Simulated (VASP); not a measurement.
# Be (P6_3/mmc) in VASP: a series of runs

The runs below take Be through single point, with PBE.

All numbers are computed with VASP 6.6.1; they aren't measurements. Logs are shortened: lines on timing, memory, paths and dates and some standing lists are left out, and cuts for length are marked.

## (1) The cell of the first run

The structure is hexagonal, space group P6_3/mmc (No. 194). Conventional cell: a = 2.266 Å, b = 2.266 Å, c = 3.559 Å, α = 90.00°, β = 90.00°, γ = 120.00°. Be (site symmetry -6m2) has 12 Be at 2.21 to 2.27 Å within 2.9 Å.

## (2) Single point, PBE

The input, INCAR:

```
SYSTEM = Be
ALGO = Normal
EDIFF = 1E-6
ENCUT = 520
GGA = PE
ISIF = 2
ISMEAR = 0
LASPH = .TRUE.
LCHARG = .FALSE.
LREAL = .FALSE.
LWAVE = .FALSE.
NBANDS = 9
NELM = 80
PREC = Accurate
SIGMA = 1.0
```

The input, KPOINTS:

```
k-points
0
G
  16 16 9
  0 0 0
```

The input, POSCAR:

```
Be
1.0
    2.2656737714      0.0000000000      0.0000000000
   -1.1328368857      1.9621310427      0.0000000000
    0.0000000000      0.0000000000      3.5587036811
Be
2
Direct
    0.3333333333      0.6666666667      0.2500000000
    0.6666666667      0.3333333333      0.7500000000
```

Potentials or basis: VASP PAW PBE potentials, release 64 (Be).

Command:

```
$ cat potpaw_PBE.64/Be/POTCAR > POTCAR
$ mpirun -np 1 vasp_std > vasp.out
```

OUTCAR:

```text
SYSTEM = Be
   EDIFF = 1E-6
   ENCUT = 520
   GGA = PE
   ISIF = 2
   ISMEAR = 0
   LASPH = .TRUE.
   LREAL = .FALSE.
   NELM = 80
   PREC = Accurate

 ion  position               nearest neighbor table
   1  0.333  0.667  0.250-   2 2.21   2 2.21   2 2.21   2 2.21   2 2.21   2 2.21
   2  0.667  0.333  0.750-   1 2.21   1 2.21   1 2.21   1 2.21   1 2.21   1 2.21

  LATTYP: Found a hexagonal cell.
 ALAT       =     2.2656737714
 C/A-ratio  =     1.5707043644

  Lattice vectors:

 A1 = (   2.2656737714,   0.0000000000,   0.0000000000)
 A2 = (  -1.1328368857,   1.9621310427,   0.0000000000)
 A3 = (   0.0000000000,   0.0000000000,   3.5587036811)

Analysis of symmetry for initial positions (statically):
=====================================================================
 Subroutine PRICEL returns:
 Original cell was already a primitive cell.

 Routine SETGRP: Setting up the symmetry group for a
 hexagonal supercell.

 Subroutine GETGRP returns: Found 24 space group operations
 (whereof 12 operations were pure point group operations)
 out of a pool of 24 trial point group operations.

The static configuration has the point symmetry D_3d.
 The point group associated with its full space group is D_6h.

Analysis of symmetry for dynamics (positions and initial velocities):
=====================================================================
 Subroutine PRICEL returns:
 Original cell was already a primitive cell.

 Routine SETGRP: Setting up the symmetry group for a
 hexagonal supercell.

 Subroutine GETGRP returns: Found 24 space group operations
 (whereof 12 operations were pure point group operations)
 out of a pool of 24 trial point group operations.

The dynamic configuration has the point symmetry D_3d.
 The point group associated with its full space group is D_6h.

 Subroutine INISYM returns: Found 24 space group operations
 (whereof 12 operations are pure point group operations),
 and found     1 'primitive' translations

----------------------------------------------------------------------------------------

                                     Primitive cell

  volume of cell :      15.8204

  direct lattice vectors                    reciprocal lattice vectors
     2.265673771  0.000000000  0.000000000     0.441369809  0.254824978  0.000000000
    -1.132836886  1.962131043  0.000000000     0.000000000  0.509649956  0.000000000
     0.000000000  0.000000000  3.558703681     0.000000000  0.000000000  0.281001199

[... 88 lines left out ...]
   NFREE  =      0    steps in history (QN), initial steepest desc. (CG)
   ISIF   =      2    stress and relaxation
   ISYM   =      2    0-nonsym 1-usesym 2-fastsym
   POTIM  = 0.5000    time-step for ionic-motion
   TEBEG  =    0.0;   TEEND  =   0.0 temperature during run
   PSTRESS=    0.0 pullay stress
   NELECT =       4.0000    total number of electrons
   NUPDOWN=      -1.0000    fix difference up-down
   EMIN   =  10.00;   EMAX   =-10.00  energy-range for DOS
   EFERMI =   0.00;   METHOD = LEGACY
   ISMEAR =     0;   SIGMA  =   1.00  broadening in eV -4-tet -1-fermi 0-gaus
   EFERMI_NEDOS =   21; number of points for ismear=-14 and -15
   IALGO  =     38    algorithm
   IMIX   =      4    mixing-type and parameters
     AMIX     =   0.40;   BMIX     =  1.00
     AMIX_MAG =   1.60;   BMIX_MAG =  1.00
  volume/ion in A,a.u.               =       7.91        53.38
  Fermi-wavevector in a.u.,A,eV,Ry     =   1.035196  1.956236 14.580411  1.071630
  Thomas-Fermi vector in A             =   2.169527
   LORBIT       =      0    0 simple, 1 ext, 2 COOP (PROOUT), +10 PAW based schemes
   GGA     = PE    functional components
   LHFCALC =     F    Hartree Fock is set to
   AEXX    =    0.0000 exact exchange contribution
   IVDW    =     0    specifies the selected vdW correction
   LEPSILON=     F    determine dielectric tensor
   LRPA    =     F    only Hartree local field effects (RPA)
 non-spin polarized calculation
 Gauss-broadening in eV      SIGMA  =   1.00
  energy-cutoff  :      520.00
  volume of cell :       15.82
 maximum number of plane-waves:       440
 NGX is ok and might be reduce to    18
   NGX =  9   NGY =  9   NGZ = 13

 number of electron       4.0000000 magnetization

 Free energy of the ion-electron system (eV)
  ---------------------------------------------------
  ext. energy  EPLUGINS =         0.00000000
  ---------------------------------------------------
  free energy    TOTEN  =        -7.57303451 eV

  energy without entropy =       -7.47924998  energy(sigma->0) =       -7.52614225

 E-fermi :   7.0806     XC(G=0): -10.6040

 val. band max:        7.0319081215   @ k =   0.2500   0.2500   0.1111
 cond. band min:       7.0917141397   @ k =   0.3125   0.0625   0.0000
 fundamental gap:      0.0598060182
 Fermi energy:         7.0805545875

 k-point     1 :       0.0000    0.0000    0.0000
  band No.  band energies     occupation
      1      -4.3278      2.00000
      2       2.6042      2.00000
      3       8.1739      0.12206
      4      22.9594      0.00000
      5      22.9594      0.00000
      6      25.8196      0.00000
      7      25.8196      0.00000
      8      27.9881      0.00000
      9      34.0859      0.00000
[... 265 lines left out ...]
 k-point    24 :       0.2500    0.1875    0.0000
  band No.  band energies     occupation
      1      -0.1595      2.00000
      2       7.9463      0.22081
      3       8.0411      0.17432
      4      10.8667      0.00000
      5      14.6840      0.00000
      6      18.9275      0.00000
      7      21.7581      0.00000
      8      22.8955      0.00000
      9      24.0987      0.00000

 [... further k-points ...]

------------------------ aborting loop because EDIFF is reached ----------------------------------------

  FORCE on cell =-STRESS in cart. coord.  units (eV):
  Direction    XX          YY          ZZ          XY          YZ          ZX
  --------------------------------------------------------------------------------------
  -------------------------------------------------------------------------------------
  Total        0.0298712      0.0298712      0.1076935      0.0000000      0.0000000     -0.0000000
  in kB        3.0251489      3.0251489     10.9064319      0.0000000      0.0000000     -0.0000000
  external PRESSURE =       5.6522432 kB  Pullay stress =       0.0000000 kB

 VOLUME and BASIS-vectors are now :
 -----------------------------------------------------------------------------
  energy-cutoff  :      520.00
  volume of cell :       15.82
      direct lattice vectors                 reciprocal lattice vectors
     2.265673771  0.000000000  0.000000000     0.441369809  0.254824978  0.000000000
    -1.132836886  1.962131043  0.000000000     0.000000000  0.509649956  0.000000000
     0.000000000  0.000000000  3.558703681     0.000000000  0.000000000  0.281001199

 POSITION                                       TOTAL-FORCE (eV/Angst)
 -----------------------------------------------------------------------------------
     -0.00000      1.30809      0.88968         0.000000     -0.000000      0.000000
      1.13284      0.65404      2.66903        -0.000000      0.000000      0.000000
 -----------------------------------------------------------------------------------
    total drift:                                0.000000     -0.000000      0.000000

  FREE ENERGIE OF THE ION-ELECTRON SYSTEM (eV)
  ---------------------------------------------------
  free  energy   TOTEN  =        -7.5730345133 eV

  energy  without entropy=       -7.4792499795  energy(sigma->0) =       -7.52614225
```

Run time: 8.6 s. Hardware: 1 thread of Intel Xeon Platinum 8488C (Sapphire Rapids), shared host; peak memory 0.13 GiB.

What came out:

| Property | Result |
| --- | --- |
| Free energy | -7.5730 eV |
| Pressure | 0.6 GPa |
| Band gap on the k mesh | zero (band 2 reaches 7.95 eV, above the bottom of band 3 at 6.35 eV) |

## (3) Single point, PBE

The input, INCAR:

```
SYSTEM = Be
ALGO     = Normal         ! electronic algorithm
EDIFF    = 1E-6           ! SCF threshold, eV
ENCUT    = 520            ! plane-wave cutoff, eV
GGA      = PE             ! functional
ISIF     = 2              ! what is computed and relaxed
ISMEAR   = 1              ! smearing method
LASPH    = .True.         ! aspherical terms in the spheres
LCHARG   = .False.        ! write CHGCAR
LREAL    = .False.        ! projectors in reciprocal space
LWAVE    = .False.        ! write WAVECAR
NBANDS   = 9              ! bands
NELM     = 100            ! most SCF steps
PREC     = Accurate       ! precision mode
SIGMA    = 0.01           ! smearing width, eV
```

The input, KPOINTS:

```
k-points
0
Gamma
  16 16 9
  0 0 0
```

POSCAR is that of step 2.

Potentials or basis: VASP PAW PBE potentials, release 64 (Be).

Command:

```
$ cat potpaw_PBE.64/Be/POTCAR > POTCAR
$ mpirun -np 1 vasp_std > vasp.out
```

Run time: 8.8 s. Hardware: 1 thread of Intel Xeon Platinum 8488C (Sapphire Rapids), shared host; peak memory 0.13 GiB.

It converged, with:

- Free energy: -7.5383 eV
- Pressure: 0.2 GPa
- Band gap on the k mesh: zero (band 2 reaches 7.95 eV, above the bottom of band 3 at 6.35 eV)

Stress tensor (GPa, compression positive):
```
 0.27  0.00  0.00
 0.00  0.27  0.00
 0.00  0.00 -0.07
```

Levels at points of the mesh, in eV from the Fermi level:
| k point | band 1 | band 2 | band 3 | band 4 | band 5 | band 6 | band 7 |
| --- | --- | --- | --- | --- | --- | --- | --- |
| (0.00, 0.00, 0.00) | -11.35 | -4.42 | 1.15 | 15.94 | 15.94 | 18.80 | 18.80 |
| (0.50, 0.00, 0.00) | -5.02 | -3.15 | 3.63 | 6.50 | 6.78 | 9.36 | 10.12 |

## (4) Single point, PBE

The input, INCAR:

```
PREC = Accurate
ENCUT = 520
EDIFF = 1E-7
ISMEAR = 1
SIGMA = 0.03
LREAL = F
LASPH = T
NELM = 60
ALGO = Normal
ISIF = 2
LWAVE = F
LCHARG = T
GGA = PE
LELF = T
LVHAR = T
NBANDS = 9
```

The input, KPOINTS:

```
regular mesh
0
Gamma
  16 16 9
```

POSCAR is that of step 3.

Potentials or basis: VASP PAW PBE potentials, release 64 (Be).

Command:

```
$ cat potpaw_PBE.64/Be/POTCAR > POTCAR
$ mpirun -np 1 vasp_std > vasp.out
```

OUTCAR:

```text
PREC = Accurate
   ENCUT = 520
   EDIFF = 1E-7
   ISMEAR = 1
   LREAL = F
   LASPH = T
   NELM = 60
   ISIF = 2
   GGA = PE

 ion  position               nearest neighbor table
   1  0.333  0.667  0.250-   2 2.21   2 2.21   2 2.21   2 2.21   2 2.21   2 2.21
   2  0.667  0.333  0.750-   1 2.21   1 2.21   1 2.21   1 2.21   1 2.21   1 2.21

  LATTYP: Found a hexagonal cell.
 ALAT       =     2.2656737714
 C/A-ratio  =     1.5707043644

  Lattice vectors:

 A1 = (   2.2656737714,   0.0000000000,   0.0000000000)
 A2 = (  -1.1328368857,   1.9621310427,   0.0000000000)
 A3 = (   0.0000000000,   0.0000000000,   3.5587036811)

Analysis of symmetry for initial positions (statically):
=====================================================================
 Subroutine PRICEL returns:
 Original cell was already a primitive cell.

 Routine SETGRP: Setting up the symmetry group for a
 hexagonal supercell.

 Subroutine GETGRP returns: Found 24 space group operations
 (whereof 12 operations were pure point group operations)
 out of a pool of 24 trial point group operations.

The static configuration has the point symmetry D_3d.
 The point group associated with its full space group is D_6h.

Analysis of symmetry for dynamics (positions and initial velocities):
=====================================================================
 Subroutine PRICEL returns:
 Original cell was already a primitive cell.

 Routine SETGRP: Setting up the symmetry group for a
 hexagonal supercell.

 Subroutine GETGRP returns: Found 24 space group operations
 (whereof 12 operations were pure point group operations)
 out of a pool of 24 trial point group operations.

The dynamic configuration has the point symmetry D_3d.
 The point group associated with its full space group is D_6h.

 Subroutine INISYM returns: Found 24 space group operations
[... 119 lines left out ...]
  Fermi-wavevector in a.u.,A,eV,Ry     =   1.035196  1.956236 14.580411  1.071630
  Thomas-Fermi vector in A             =   2.169527
   LORBIT       =      0    0 simple, 1 ext, 2 COOP (PROOUT), +10 PAW based schemes
   GGA     = PE    functional components
   LHFCALC =     F    Hartree Fock is set to
   AEXX    =    0.0000 exact exchange contribution
   IVDW    =     0    specifies the selected vdW correction
   LEPSILON=     F    determine dielectric tensor
   LRPA    =     F    only Hartree local field effects (RPA)
 non-spin polarized calculation
 Methfessel and Paxton  Order N= 1 SIGMA  =   0.03
  energy-cutoff  :      520.00
  volume of cell :       15.82
 maximum number of plane-waves:       440
 NGX is ok and might be reduce to    18
   NGX =  9   NGY =  9   NGZ = 13

 number of electron       4.0000000 magnetization

 Free energy of the ion-electron system (eV)
  ---------------------------------------------------
  ext. energy  EPLUGINS =         0.00000000
  ---------------------------------------------------
  free energy    TOTEN  =        -7.53833474 eV

  energy without entropy =       -7.53835599  energy(sigma->0) =       -7.53834182

 E-fermi :   7.0065     XC(G=0): -10.6038

 val. band max:        6.9804457616   @ k =   0.3125   0.1250   0.0000
 cond. band min:       7.0325402732   @ k =   0.2500   0.2500   0.1111
 fundamental gap:      0.0520945116
 Fermi energy:         7.0065081077

 k-point     1 :       0.0000    0.0000    0.0000
  band No.  band energies     occupation
      1      -4.3276      2.00000
      2       2.6047      2.00000
      3       8.1741      0.00000
      4      22.9599      0.00000
      5      22.9599      0.00000
      6      25.8197      0.00000
      7      25.8197      0.00000
      8      27.9892      0.00000
      9      34.0856      0.00000
[... 265 lines left out ...]
 k-point    24 :       0.2500    0.1875    0.0000
  band No.  band energies     occupation
      1      -0.1594      2.00000
      2       7.9470      0.00000
      3       8.0417      0.00000
      4      10.8668      0.00000
      5      14.6839      0.00000
      6      18.9285      0.00000
      7      21.7585      0.00000
      8      22.8959      0.00000
      9      24.0982      0.00000

 [... further k-points ...]

------------------------ aborting loop because EDIFF is reached ----------------------------------------

  FORCE on cell =-STRESS in cart. coord.  units (eV):
  Direction    XX          YY          ZZ          XY          YZ          ZX
  --------------------------------------------------------------------------------------
  -------------------------------------------------------------------------------------
  Total        0.0266533      0.0266533     -0.0072574      0.0000000      0.0000000      0.0000000
  in kB        2.6992617      2.6992617     -0.7349754      0.0000000      0.0000000      0.0000000
  external PRESSURE =       1.5545160 kB  Pullay stress =       0.0000000 kB

 VOLUME and BASIS-vectors are now :
 -----------------------------------------------------------------------------
  energy-cutoff  :      520.00
  volume of cell :       15.82
      direct lattice vectors                 reciprocal lattice vectors
     2.265673771  0.000000000  0.000000000     0.441369809  0.254824978  0.000000000
    -1.132836886  1.962131043  0.000000000     0.000000000  0.509649956  0.000000000
     0.000000000  0.000000000  3.558703681     0.000000000  0.000000000  0.281001199

 POSITION                                       TOTAL-FORCE (eV/Angst)
 -----------------------------------------------------------------------------------
     -0.00000      1.30809      0.88968        -0.000000      0.000000      0.000000
      1.13284      0.65404      2.66903         0.000000     -0.000000      0.000000
 -----------------------------------------------------------------------------------
    total drift:                                0.000000     -0.000000      0.000000

  FREE ENERGIE OF THE ION-ELECTRON SYSTEM (eV)
  ---------------------------------------------------
  free  energy   TOTEN  =        -7.5383347405 eV

  energy  without entropy=       -7.5383559893  energy(sigma->0) =       -7.53834182
```

stdout:

```text
POSCAR found type information on POSCAR Be
 POSCAR found :  1 types and       2 ions
 scaLAPACK will be used
 LDA part: xc-table for (Slater+PW92), standard interpolation
 POSCAR, INCAR and KPOINTS ok, starting setup
 FFT: planning ... GRIDC
 FFT: planning ... GRID_SOFT
 FFT: planning ... GRID
 WAVECAR not read
 entering main loop
```

Run time: 10 s. Hardware: 1 thread of Intel Xeon Platinum 8488C (Sapphire Rapids), shared host; peak memory 0.13 GiB.

Results:

```yaml
Free_energy: -7.5383 eV
Pressure: 0.2 GPa
Band_gap_on_the_k_mesh: zero (band 2 reaches 7.95 eV, above the bottom of band 3 at 6.35 eV)
```

Levels at points of the mesh, in eV from the Fermi level:
```csv
k point,band 1,band 2,band 3,band 4,band 5
"(0.00, 0.00, 0.00)",-11.33,-4.40,1.17,15.95,15.95
"(0.50, 0.00, 0.00)",-5.00,-3.13,3.65,6.52,6.79
```

[end of part 1 of 2]
